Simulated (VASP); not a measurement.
Wanted: the native input for a VASP 6.6.1 run.

* Task: single point
* Functional: PBEsol
* Potentials or basis: VASP PAW PBE potentials, release 64 (C, O)
* Cutoff: 520 eV
* k mesh: 4 × 4 × 4
* Occupations: gaussian, width 0.05 eV
* Spin: no spin polarisation
* Dipole correction: no
* Further INCAR settings: ALGO = Normal; EDIFF = 1e-07; NBANDS = 44

The structure of CO2 lies in POSCAR:

```
CO2
1.0
    6.1189315663      0.0000000000      0.0000000000
    0.0000000000      5.7999351339      0.0000000000
    0.0000000000      0.0000000000      4.9299448638
C O
4 8
Direct
    0.0000000000      0.0000000000      0.0000000000
    0.5000000000      0.0000000000      0.5000000000
    0.5000000000      0.5000000000      0.0000000000
    0.0000000000      0.5000000000      0.5000000000
    0.1161576883      0.1161576883      0.1161576883
    0.3838423117      0.8838423117      0.6161576883
    0.6161576883      0.3838423117      0.8838423117
    0.8838423117      0.6161576883      0.3838423117
    0.8838423117      0.8838423117      0.8838423117
    0.6161576883      0.1161576883      0.3838423117
    0.3838423117      0.6161576883      0.1161576883
    0.1161576883      0.3838423117      0.6161576883
```

This cell differs from its parent crystal: normal strain along x +0.0550, normal strain along z -0.1500.

These files were run (other wordings do the same):

INCAR

```
PREC = Accurate ; ENCUT = 520
EDIFF = 1E-7 ; ISMEAR = 0
SIGMA = 0.05 ; LREAL = False
LASPH = True ; NELM = 80
ALGO = Normal ; ISIF = 2
LWAVE = False ; LCHARG = True
GGA = PS ; LELF = True
LVHAR = True ; NBANDS = 44
```

KPOINTS

```
Automatic mesh
0
Gamma
  4 4 4
```

Potentials or basis: VASP PAW PBE potentials, release 64 (C, O).

Launch:

```sh
$ cat potpaw_PBE.64/C/POTCAR potpaw_PBE.64/O/POTCAR > POTCAR
$ mpirun -np 1 vasp_std > vasp.out
```

It gave:

```
Pressure               : 13.2 GPa
Largest force          : 4.599 eV/Å
Band gap on the k mesh : 6.79 eV
```

Caveat: the cell differs from its parent crystal (normal strain along x +0.0550, normal strain along z -0.1500); the cell stands under pressure; this functional lacks dispersion, which holds the molecules together, so the pressure and a relaxed volume are unreliable; the PAW data sets were made with another functional, which shifts forces and pressure a little.

Run time: 3.4 min on 1 thread of Intel(R) Xeon(R) Platinum 8488C (Sapphire Rapids), with other jobs on the host, peak memory 0.36 GiB.
